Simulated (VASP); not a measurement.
Runs of VASP 6.6.1 on NbSi (CsCl type). The structure is that of space group Pm-3m (No. 221), or close to it. The cells are those of the table. 

| task | cell | cutoff (eV) | k mesh for the DOS | occupations for the DOS | gap on the mesh (eV) | pressure (GPa) |
| --- | --- | --- | --- | --- | --- | --- |
| single point | a = 3.110 Å, 2 atoms | 520 | - | - | none | 0.0 |
| single point | a = 2.468 Å, 2 atoms | 520 | - | - | none | (a) |
| single point | a = 2.761 Å, 2 atoms | 520 | - | - | none | 136.1 |
| single point | a = 2.887 Å, 2 atoms | 520 | - | - | none | (b) |
| single point | a = 2.623 Å, 2 atoms | 520 | - | - | none | 261.6 |
| relaxation of cell and atoms | relaxed from a = 2.972 Å, 2 atoms | 600 | - | - | none | 0.0 |
| single point | a = 3.003 Å, 2 atoms | 520 | - | - | none | 24.6 |

Alike in all rows: level LDA; potentials or basis VASP PAW LDA potentials, release 64 (Nb_sv, Si); no spin polarisation; k mesh 14 × 14 × 14; smearing fermi-dirac 0.1 eV.

Task: Estimate the missing entries.

Result: (a) 496.4; (b) 65.8.

A k mesh can miss the band edges, and the runs leave out spin-orbit coupling on Nb.

A gap of «none» marks levels without a gap at the run's occupations.
